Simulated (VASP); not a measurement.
A run of VASP 6.6.1 is set up as follows.

The input INCAR:

```
PREC = Accurate
ENCUT = 520
EDIFF = 1E-6
ISMEAR = -1
SIGMA = 0.05
LREAL = F
LASPH = T
NELM = 60
ALGO = Normal
ISIF = 2
LWAVE = F
LCHARG = T
GGA = PS
LELF = T
LVHAR = T
NBANDS = 46
```

File KPOINTS:

```
regular mesh
0
Gamma
  3 3 3
```

POSCAR

```
KNaRhF6
1.0
    0.0000000000      4.2112070000      4.2112070000
    4.2112070000      0.0000000000      4.2112070000
    4.2112070000      4.2112070000      0.0000000000
K F Rh Na
1 6 1 1
Direct
    1.1246738762      1.1241552600      0.3752459805
    0.7580250745      0.2399144711      0.2157028852
    0.2393228355      0.7576929845      0.2164486334
    0.2408334475      0.7586510233      0.7856409101
    0.7592934757      0.2408102950      0.7850309899
    0.2261202073      0.2253268481      0.7754938192
    0.7727763086      0.7734848940      0.2257378941
   -0.0010187103     -0.0011096581      0.0010609785
    0.4982335231      0.4979469069      0.5018935189
```

Potentials or basis: VASP PAW PBE potentials, release 64 (K_sv, F, Rh_pv, Na_pv).

Launch:

```sh
$ cat potpaw_PBE.64/K_sv/POTCAR potpaw_PBE.64/F/POTCAR potpaw_PBE.64/Rh_pv/POTCAR potpaw_PBE.64/Na_pv/POTCAR > POTCAR
$ mpirun -np 1 vasp_std > vasp.out
```

Question: Predict the band gap on the k mesh.

Answer: Zero (an odd number of electrons rules out a gap without spin polarisation).

Question: Predict the pressure.

Answer: 1.3 GPa.

Question: What does it give for the largest force?

Answer: 1.284 eV/Å.

Forces in eV/Å, atoms in the order of the input:
```
K   -0.003 -0.002  1.284
F    0.052  0.123 -0.160
F    0.120  0.050 -0.160
F   -0.052 -0.123 -0.159
F   -0.119 -0.050 -0.159
F    0.001  0.002 -0.066
F    0.000 -0.001 -0.208
Rh  -0.001 -0.001 -0.175
Na   0.001  0.000 -0.198
```

Caveat: the k points lie up to 0.43 Å⁻¹ apart, too coarse for converged energies and pressures of a metal; the PAW data sets were made with another functional, which shifts forces and pressure a little; an odd number of electrons without spin polarisation forces a metal; a magnetic or distorted state may lie lower.
